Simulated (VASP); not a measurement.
# Co (P6_3/mmc) in VASP: a series of runs

Runs on Co. Level: LDA. Tasks: single point.

Everything below comes from runs of VASP 6.6.1. Logs are shortened: lines on timing, memory, paths and dates and some standing lists are left out, and cuts for length are marked.

## (1) The cell of the first run

Symmetry: P6_3/mmc, No. 194, hexagonal system. Conventional cell: a = 2.207 Å, b = 2.207 Å, c = 3.559 Å, α = 90.00°, β = 90.00°, γ = 120.00°. Within 2.9 Å of Co (site symmetry -6m2) lie 12 Co at 2.19 to 2.21 Å.

## (2) Single point, LDA, collinear spin, ferromagnetic start

The input, INCAR:

```
SYSTEM = Co
  PREC = Accurate
  ENCUT = 520
  EDIFF = 1E-6
  ISMEAR = 0
  SIGMA = 0.15
  LREAL = .FALSE.
  LASPH = .TRUE.
  NELM = 150
  ALGO = Fast
  ISIF = 2
  LWAVE = .FALSE.
  LCHARG = .FALSE.
  ISPIN = 2
  MAGMOM = 0.275 0.275
  LORBIT = 11
  NUPDOWN = 0.55
  LMAXMIX = 4
  GGA = CA
  NBANDS = 20
```

The input, KPOINTS:

```
Automatic mesh
0
G
  24 24 12
  0 0 0
```

The input, POSCAR:

```
Co
1.0
    2.2066455177      0.0000000000      0.0000000000
   -1.1033227588      1.9110110755      0.0000000000
    0.0000000000      0.0000000000      3.5594665484
Co
2
Direct
    0.6666666667      0.3333333333      0.2500000000
    0.3333333333      0.6666666667      0.7500000000
```

Potentials or basis: VASP PAW LDA potentials, release 64 (Co).

Started as:

```console
> cat potpaw_LDA.64/Co/POTCAR > POTCAR
> mpirun -np 1 vasp_std > vasp.out
```

OUTCAR:

```text
SYSTEM = Co
   PREC = Accurate
   ENCUT = 520
   EDIFF = 1E-6
   ISMEAR = 0
   LREAL = .FALSE.
   LASPH = .TRUE.
   NELM = 150
   ISIF = 2
   ISPIN = 2
   LORBIT = 11
   NUPDOWN = 0.55
   GGA = CA

 ion  position               nearest neighbor table
   1  0.667  0.333  0.250-   2 2.19   2 2.19   2 2.19   2 2.19   2 2.19   2 2.19   2 3.11   2 3.11
                             2 3.11   2 3.11   2 3.11   2 3.11
   2  0.333  0.667  0.750-   1 2.19   1 2.19   1 2.19   1 2.19   1 2.19   1 2.19   1 3.11   1 3.11
                             1 3.11   1 3.11   1 3.11   1 3.11

  LATTYP: Found a hexagonal cell.
 ALAT       =     2.2066455177
 C/A-ratio  =     1.6130667658

  Lattice vectors:

 A1 = (   2.2066455177,   0.0000000000,   0.0000000000)
 A2 = (  -1.1033227588,   1.9110110755,   0.0000000000)
 A3 = (   0.0000000000,   0.0000000000,   3.5594665484)

Analysis of symmetry for initial positions (statically):
=====================================================================
 Subroutine PRICEL returns:
 Original cell was already a primitive cell.

 Routine SETGRP: Setting up the symmetry group for a
 hexagonal supercell.

 Subroutine GETGRP returns: Found 24 space group operations
 (whereof 12 operations were pure point group operations)
 out of a pool of 24 trial point group operations.

The static configuration has the point symmetry D_3d.
 The point group associated with its full space group is D_6h.

Analysis of symmetry for dynamics (positions and initial velocities):
=====================================================================
 Subroutine PRICEL returns:
 Original cell was already a primitive cell.

 Routine SETGRP: Setting up the symmetry group for a
 hexagonal supercell.

 Subroutine GETGRP returns: Found 24 space group operations
 (whereof 12 operations were pure point group operations)
 out of a pool of 24 trial point group operations.

The dynamic configuration has the point symmetry D_3d.
 The point group associated with its full space group is D_6h.

Analysis of structural, dynamic, and magnetic symmetry:
=====================================================================
 Subroutine PRICEL returns:
 Original cell was already a primitive cell.

 Routine SETGRP: Setting up the symmetry group for a
 hexagonal supercell.

 Subroutine GETGRP returns: Found 24 space group operations
 (whereof 12 operations were pure point group operations)
 out of a pool of 24 trial point group operations.

The overall configuration has the point symmetry D_3d.
 The point group associated with its full space group is D_6h.

 Subroutine INISYM returns: Found 24 space group operations
 (whereof 12 operations are pure point group operations),
 and found     1 'primitive' translations

----------------------------------------------------------------------------------------

                                     Primitive cell

  volume of cell :      15.0100

  direct lattice vectors                    reciprocal lattice vectors
     2.206645518  0.000000000  0.000000000     0.453176549  0.261641602  0.000000000
    -1.103322759  1.911011076  0.000000000     0.000000000  0.523283205  0.000000000
     0.000000000  0.000000000  3.559466548     0.000000000  0.000000000  0.280940974

  length of vectors
     2.206645518  2.206645518  3.559466548     0.523283205  0.523283205  0.280940974

  position of ions in fractional coordinates (direct lattice)
     0.666666667  0.333333333  0.250000000
     0.333333333  0.666666667  0.750000000

  ion indices of the primitive-cell ions
   primitive index   ion index
                 1           1
                 2           2

----------------------------------------------------------------------------------------

 KPOINTS: Automatic mesh

Automatic generation of k-mesh.
 Grid dimensions read from file:
 generate k-points for:   24   24   12

 Generating k-lattice:

  Cartesian coordinates                     Fractional coordinates (reciprocal lattice)
     0.018882356  0.010901733  0.000000000     0.041666667 -0.000000000  0.000000000
     0.000000000  0.021803467  0.000000000     0.000000000  0.041666667  0.000000000
     0.000000000  0.000000000  0.023411748     0.000000000  0.000000000  0.083333333

  Length of vectors
     0.021803467  0.021803467  0.023411748

  Shift w.r.t. Gamma in fractional coordinates (k-lattice)
     0.000000000  0.000000000  0.000000000

 Subroutine IBZKPT returns following result:
 ===========================================

 Found    427 irreducible k-points:

 Following reciprocal coordinates:
            Coordinates               Weight
  0.000000  0.000000  0.000000      1.000000
  0.041667  0.000000  0.000000      6.000000
  0.083333  0.000000  0.000000      6.000000
  0.125000  0.000000  0.000000      6.000000
  0.166667  0.000000  0.000000      6.000000
  0.208333  0.000000  0.000000      6.000000
[... 16 lines left out ...]
  0.416667  0.041667  0.000000     12.000000
  0.458333  0.041667  0.000000     12.000000
 [... further k-points ...]
   k-points           NKPTS =    427   k-points in BZ     NKDIM =    427   number of bands    NBANDS=     20
   number of dos      NEDOS =    301   number of ions     NIONS =      2
   total plane-waves  NPLWV =   7168
   dimension x,y,z NGX =    16 NGY =   16 NGZ =   28
   dimension x,y,z NGXF=    32 NGYF=   32 NGZF=   56
   ions per type =               2
   NGX,Y,Z   is equivalent  to a cutoff of  12.05, 12.05, 13.08 a.u.
   NGXF,Y,Z  is equivalent  to a cutoff of  24.11, 24.11, 26.15 a.u.
 SYSTEM =  Co
   PREC   = accura    normal or accurate (medium, high low for compatibility)
   ISTART =      0    job   : 0-new  1-cont  2-samecut
   ICHARG =      2    charge: 1-file 2-atom 10-const
   ISPIN  =      2    spin polarized calculation?
   LNONCOLLINEAR =      F non collinear calculations
   LSORBIT =      F    spin-orbit coupling
   LASPH  =      T    aspherical Exc in radial PAW
   ENCUT  =  520.0 eV  38.22 Ry    6.18 a.u.   4.10  4.10  6.62*2*pi/ulx,y,z
   NELM   =    150;   NELMIN=  2; NELMDL= -5     # of ELM steps
   EDIFF  = 0.1E-05   stopping-criterion for ELM
   LREAL  =      F    real-space projection
   EDIFFG = 0.1E-04   stopping-criterion for IOM
   NSW    =      0    number of steps for IOM
   IBRION =     -1    ionic relax: 0-MD 1-quasi-New 2-CG
   NFREE  =      0    steps in history (QN), initial steepest desc. (CG)
   ISIF   =      2    stress and relaxation
   ISYM   =      2    0-nonsym 1-usesym 2-fastsym
   POTIM  = 0.5000    time-step for ionic-motion
   TEBEG  =    0.0;   TEEND  =   0.0 temperature during run
   PSTRESS=    0.0 pullay stress
   NELECT =      18.0000    total number of electrons
   NUPDOWN=       0.5500    fix difference up-down
   EMIN   =  10.00;   EMAX   =-10.00  energy-range for DOS
   EFERMI =   0.00;   METHOD = LEGACY
   ISMEAR =     0;   SIGMA  =   0.15  broadening in eV -4-tet -1-fermi 0-gaus
   EFERMI_NEDOS =   21; number of points for ismear=-14 and -15
   IALGO  =     68    algorithm
   IMIX   =      4    mixing-type and parameters
     AMIX     =   0.40;   BMIX     =  1.00
     AMIX_MAG =   1.60;   BMIX_MAG =  1.00
  volume/ion in A,a.u.               =       7.51        50.65
  Fermi-wavevector in a.u.,A,eV,Ry     =   1.739290  3.286782 41.159408  3.025131
  Thomas-Fermi vector in A             =   2.812159
   LORBIT       =     11    0 simple, 1 ext, 2 COOP (PROOUT), +10 PAW based schemes
   GGA     = CA    functional components
   LHFCALC =     F    Hartree Fock is set to
   AEXX    =    0.0000 exact exchange contribution
   IVDW    =     0    specifies the selected vdW correction
   LEPSILON=     F    determine dielectric tensor
   LRPA    =     F    only Hartree local field effects (RPA)
 spin polarized calculation
 RMM-DIIS sequential band-by-band and
 Gauss-broadening in eV      SIGMA  =   0.15
  energy-cutoff  :      520.00
  volume of cell :       15.01
 maximum number of plane-waves:       424
   NGX =  9   NGY =  9   NGZ = 13

 number of electron      18.0000003 magnetization       0.5500000

 Free energy of the ion-electron system (eV)
  ---------------------------------------------------
  ext. energy  EPLUGINS =         0.00000000
  ---------------------------------------------------
  free energy    TOTEN  =       -14.69753766 eV

  energy without entropy =      -14.65768938  energy(sigma->0) =      -14.67761352

 E-fermi :  16.6738     XC(G=0): -16.0506

 val. band max:       16.7090750562   @ k =   0.1250   0.0417   0.2500
 cond. band min:      16.6741861096   @ k =   0.0417   0.0417   0.4167
 fundamental gap:     -0.0348889466
 Fermi energy:        16.7098750197

 spin component 1

 k-point     1 :       0.0000    0.0000    0.0000
  band No.  band energies     occupation
      1       5.2487      1.00000
      2       9.2874      1.00000
      3      13.4406      1.00000
      4      13.4686      1.00000
      5      13.4686      1.00000
      6      14.0765      1.00000
[... 12 lines left out ...]
     19      49.5129      0.00000
     20      49.5129      0.00000
[... 507 lines left out ...]
 k-point    24 :       0.4583    0.0417    0.0000
  band No.  band energies     occupation
      1       9.6240      1.00000
      2      10.0657      1.00000
      3      10.1131      1.00000
      4      13.1484      1.00000
      5      13.2977      1.00000
      6      13.5857      1.00000
[... 12 lines left out ...]
     19      46.8006      0.00000
     20      48.0107      0.00000

 [... further k-points ...]

 spin component 2

 k-point     1 :       0.0000    0.0000    0.0000
  band No.  band energies     occupation
      1       5.2974      1.00000
      2       9.4540      1.00000
      3      13.6985      1.00000
      4      13.7158      1.00000
      5      13.7158      1.00000
      6      14.3334      1.00000
[... 12 lines left out ...]
     19      49.6101      0.00000
     20      49.6101      0.00000
[... 507 lines left out ...]
 k-point    24 :       0.4583    0.0417    0.0000
  band No.  band energies     occupation
      1       9.8099      1.00000
      2      10.2585      1.00000
      3      10.2712      1.00000
      4      13.4052      1.00000
      5      13.4370      1.00000
      6      13.8239      1.00000
[... 12 lines left out ...]
     19      46.9323      0.00000
     20      48.0911      0.00000

 [... further k-points ...]
[... 5 lines left out ...]
  --------------------------------------------------------------------------------------
  -------------------------------------------------------------------------------------
  Total       12.7435739     12.7435739     12.9013937      0.0000000      0.0000000      0.0000000
  in kB     1360.2575089   1360.2575089   1377.1032935      0.0000000      0.0000000      0.0000000
  external PRESSURE =    1365.8727704 kB  Pullay stress =       0.0000000 kB

 VOLUME and BASIS-vectors are now :
 -----------------------------------------------------------------------------
  energy-cutoff  :      520.00
  volume of cell :       15.01
      direct lattice vectors                 reciprocal lattice vectors
     2.206645518  0.000000000  0.000000000     0.453176549  0.261641602  0.000000000
    -1.103322759  1.911011076  0.000000000     0.000000000  0.523283205  0.000000000
     0.000000000  0.000000000  3.559466548     0.000000000  0.000000000  0.280940974

 POSITION                                       TOTAL-FORCE (eV/Angst)
 -----------------------------------------------------------------------------------
      1.10332      0.63700      0.88987        -0.000000     -0.000000      0.000000
     -0.00000      1.27401      2.66960         0.000000      0.000000      0.000000
 -----------------------------------------------------------------------------------
    total drift:                                0.000000     -0.000000     -0.000000

  FREE ENERGIE OF THE ION-ELECTRON SYSTEM (eV)
  ---------------------------------------------------
  free  energy   TOTEN  =       -14.6975376627 eV

  energy  without entropy=      -14.6576893756  energy(sigma->0) =      -14.67761352

 total charge

# of ion       s       p       d       tot
------------------------------------------
    1        0.683   0.937   7.669   9.290
    2        0.683   0.937   7.669   9.290
--------------------------------------------------
tot          1.367   1.875  15.339  18.580

 magnetization (x)

# of ion       s       p       d       tot
------------------------------------------
    1       -0.002  -0.007   0.276   0.266
    2       -0.002  -0.007   0.276   0.266
--------------------------------------------------
tot         -0.005  -0.015   0.551   0.532
```

Wall time 3.4 min (1 thread of Oxide Virtual Turin-like, shared host); peak memory 0.24 GiB.

What came out:

- Free energy: -14.6975 eV
- Pressure: 136.6 GPa
- Net moment: 0.55 μB per cell
- Site moments: Co +0.27 μB

Caveat: the total moment is fixed, so each spin has its own Fermi level.

## (3) Single point, LDA, collinear spin, ferromagnetic start

This run uses another cell than the first one, of 11.68 Å³/atom, 1.556 times its volume.

The input, INCAR:

```
SYSTEM = Co
PREC = Accurate ; ENCUT = 520
EDIFF = 1E-7 ; ISMEAR = 0
SIGMA = 0.15 ; LREAL = .FALSE.
LASPH = .TRUE. ; NELM = 150
ALGO = Normal ; ISIF = 2
LWAVE = .FALSE. ; LCHARG = .FALSE.
ISPIN = 2 ; MAGMOM = 1.925 1.925
LORBIT = 11 ; NUPDOWN = 3.85
LMAXMIX = 4 ; GGA = CA
NBANDS = 20
```

KPOINTS is that of step 2.

The input, POSCAR:

```
Co
1.0
    2.5568267613      0.0000000000      0.0000000000
   -1.2784133806      2.2142769284      0.0000000000
    0.0000000000      0.0000000000      4.1243322745
Co
2
Direct
    0.6666666667      0.3333333333      0.2500000000
    0.3333333333      0.6666666667      0.7500000000
```

Potentials or basis: VASP PAW LDA potentials, release 64 (Co).

Started as:

```console
> cat potpaw_LDA.64/Co/POTCAR > POTCAR
> mpirun -np 1 vasp_std > vasp.out
```

Run time: 7 min. Hardware: 1 thread of Oxide Virtual Turin-like, shared host; peak memory 0.32 GiB.

Results (log left out):

```
Free energy                                           : -15.7373 eV
Pressure                                              : -24.1 GPa
Net moment                                            : 3.85 μB per cell
Site moments                                          : Co +1.91 μB
Valence electrons inside the program's atomic spheres : Co 8.14
```

Stress tensor (GPa, compression positive):
```
-24.77   0.00   0.00
  0.00 -24.77   0.00
  0.00   0.00 -22.78
```

Caveat: the total moment is fixed, so each spin has its own Fermi level.

## (4) Single point, LDA, collinear spin, ferromagnetic start

This run uses another cell than the first one, of 10.84 Å³/atom, 1.445 times its volume.

The input, INCAR:

```
PREC = Accurate
ENCUT = 520
EDIFF = 1E-7
ISMEAR = 0
SIGMA = 0.15
LREAL = F
LASPH = T
NELM = 150
ALGO = Normal
ISIF = 2
LWAVE = F
LCHARG = F
ISPIN = 2
MAGMOM = 1.65 1.65
LORBIT = 11
NUPDOWN = 3.3
LMAXMIX = 4
NBANDS = 20
```

The input, KPOINTS:

```
Automatic mesh
0
Gamma
  24 24 12
```

The input, POSCAR:

```
Co
1.0
    2.4944345983      0.0000000000      0.0000000000
   -1.2472172991      2.1602437303      0.0000000000
    0.0000000000      0.0000000000      4.0236895499
Co
2
Direct
    0.6666666667      0.3333333333      0.2500000000
    0.3333333333      0.6666666667      0.7500000000
```

Started as:

```console
> cat potpaw_LDA.64/Co/POTCAR > POTCAR
> mpirun -np 1 vasp_std > vasp.out
```

It took 5.1 min on 1 thread of Oxide Virtual Turin-like, shared host; peak memory 0.3 GiB.

The run converged. Its results:

```
Free energy                                           : -16.1369 eV
Pressure                                              : -17.0 GPa
Net moment                                            : 3.30 μB per cell
Site moments                                          : Co +1.65 μB
Valence electrons inside the program's atomic spheres : Co 8.28
```

Stress tensor (GPa, compression positive):
```
-17.29   0.00   0.00
  0.00 -17.29   0.00
  0.00   0.00 -16.45
```

Caveat: the total moment is fixed, so each spin has its own Fermi level.

## (5) Single point, LDA, collinear spin, ferromagnetic start

This run uses another cell than the first one, of 10.84 Å³/atom, 1.445 times its volume.

The input, INCAR:

```
PREC = Accurate
ENCUT = 520
EDIFF = 1E-6
ISMEAR = 0
SIGMA = 0.15
LREAL = False
LASPH = True
NELM = 150
ALGO = Normal
ISIF = 2
LWAVE = False
LCHARG = True
ISPIN = 2
MAGMOM = 0.825 0.825
LORBIT = 11
NUPDOWN = 1.65
LMAXMIX = 4
LELF = True
LVHAR = True
NBANDS = 20
```

The input, KPOINTS:

```
regular mesh
0
Gamma
  24 24 12
```

POSCAR is that of step 4.

Started as:

```console
> cat potpaw_LDA.64/Co/POTCAR > POTCAR
> mpirun -np 1 vasp_std > vasp.out
```

Wall time 5.2 min (1 thread of Oxide Virtual Turin-like, shared host); peak memory 0.3 GiB.

The run converged. Its results:

```yaml
Free_energy: -15.9746 eV
Pressure: -25.9 GPa
Net_moment: 1.65 μB per cell
Site_moments: Co +0.83 μB
Valence_electrons_inside_the_program's_atomic_spheres: Co 8.28
```

Stress tensor (GPa, compression positive):
```
-25.40   0.00   0.00
  0.00 -25.40   0.00
  0.00   0.00 -26.76
```

Caveat: the total moment is fixed, so each spin has its own Fermi level.

## (6) The runs side by side

| fixed moment (μB) | cell | pressure (GPa) | moment (μB) |
| --- | --- | --- | --- |
| 0.55 | a = 2.207, b = 2.207, c = 3.559 Å, angles 90.0, 90.0, 120.0°, 2 atoms | 136.6 | 0.55 |
| 3.85 | a = 2.557, b = 2.557, c = 4.124 Å, angles 90.0, 90.0, 120.0°, 2 atoms | -24.1 | 3.85 |
| 3.3 | a = 2.494, b = 2.494, c = 4.024 Å, angles 90.0, 90.0, 120.0°, 2 atoms | -17.0 | 3.30 |
| 1.65 | a = 2.494, b = 2.494, c = 4.024 Å, angles 90.0, 90.0, 120.0°, 2 atoms | -25.9 | 1.65 |

Alike in all rows: task single point; level LDA; potentials or basis VASP PAW LDA potentials, release 64 (Co); spin collinear, ferromagnetic start; k mesh 24 × 24 × 12; cutoff (eV) 520; smearing gaussian 0.15 eV.

Caveats: the total moment is fixed, so each spin has its own Fermi level.

Total energies depend on the potentials used, so only differences within one code and one set of settings carry meaning.
